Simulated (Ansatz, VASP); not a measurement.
# La2HfO2 in VASP and in Ansatz

```
CELL_PARAMETERS angstrom
1.78708 -8.88792 0.00000
1.78708 8.88792 0.00000
0.00000 0.00000 3.60082
ATOMIC_POSITIONS crystal
La 0.37166 0.62834 0.00000
La 0.62834 0.37166 0.00000
Hf 0.00000 0.00000 0.50000
O 0.11962 0.88038 0.50000
O 0.88038 0.11962 0.50000
```

Change from the starting cell: species swapped into the Nd2CdCu2 type (Cmmm, No. 65).

Alike in both runs: functional PBE; k mesh 10 × 10 × 10; occupations gaussian, width 0.1 eV; no spin polarisation.

Ansatz relaxed the structure, and its values are those at the end. VASP's run is a single point on that final structure, the one shown.

|  | VASP | Ansatz |
| --- | --- | --- |
| version | VASP 6.6.1 | Ansatz 0.2.0 |
| potentials or method | VASP PAW PBE potentials, release 64 (La, Hf_pv, O), cutoff 520 eV | scalar-relativistic, plane waves, PAW |
| valence electrons in the cell | 44 | 60 |

```tsv
	VASP	Ansatz	Ansatz less VASP
gap on the k mesh at the Fermi level (eV)	none	none	-
pressure (GPa)	-0.4	0.0	+0.41
rms of the force components (eV/Å)	0.033	0.000	-0.0332
```

A gap of «none» marks a metal or a gap that the smearing closes. The functional is the same, so the differences come from potentials, cutoffs and numerics. VASP's potentials hold 44 valence electrons a cell and Ansatz's 60, so a difference there can come from the potentials and not from the codes.

Neither program's run includes spin-orbit coupling.
